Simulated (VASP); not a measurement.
Crystal: Ge3Pd.

```
CELL_PARAMETERS angstrom
5.27368 0.00000 0.00000
-2.63684 4.56714 0.00000
0.00000 0.00000 3.16636
ATOMIC_POSITIONS crystal
Ge 0.38922 0.00000 0.50000
Ge 0.00000 0.38922 0.50000
Ge 0.61078 0.61078 0.50000
Pd 0.00000 0.00000 0.00000
```

The cell was generated, and may not be a known phase.

| Item | Value |
| --- | --- |
| Program | VASP 6.6.1 |
| Task | relaxation of cell and atoms |
| Functional | PBE |
| Potentials or basis | VASP PAW PBE potentials, release 64 (Ge_d, Pd) |
| Cutoff | 600 eV |
| k mesh | 6 × 6 × 6 |
| Occupations | gaussian, width 0.1 eV |
| Spin | no spin polarisation |

At the start: pressure 0.7 GPa; volume 19.07 Å³/atom.

How do energy, volume and symmetry change on relaxing?

Over 16 steps the energy falls by 44.2 meV/atom and the volume is 18.60 Å³/atom (-2.4 %); space group P-62m (No. 189, to 0.1 Å) before and after.

The path:
```csv
step,energy change (eV),largest force (eV/Å),pressure (GPa),volume (Å³)
1,0.0000,0.1102,0.69,76.26
2,-0.0397,0.0079,-0.58,77.16
3,-0.0918,0.1497,-3.22,79.66
4,-0.0932,0.1218,-2.51,78.97
5,-0.1162,0.2036,-1.97,78.20
6,-0.1263,0.2977,-1.27,77.47
7,-0.1268,0.3251,-1.03,77.27
8,-0.1368,0.3158,-0.66,76.66
9,-0.1540,0.2780,0.76,74.83
10,-0.1551,0.2618,1.41,74.13
11,-0.1631,0.1801,1.00,74.22
12,-0.1715,0.0125,0.06,74.43
13,-0.1716,0.0065,-0.04,74.45
14,-0.1741,0.0008,-0.15,74.44
15,-0.1768,0.0114,-0.19,74.42
16,-0.1770,0.0166,-0.24,74.41
```

Final structure:
```yaml
crystal:
  lattice:
    - [5.47916, 0.00000, 0.00000]
    - [-2.73958, 4.74510, 0.00000]
    - [0.00000, 0.00000, 2.86188]
  atoms:
    - { symbol: Ge, position: [0.40040, 0.00000, 0.50000] }
    - { symbol: Ge, position: [0.00000, 0.40040, 0.50000] }
    - { symbol: Ge, position: [0.59960, 0.59960, 0.50000] }
    - { symbol: Pd, position: [0.00000, 0.00000, 0.00000] }
```
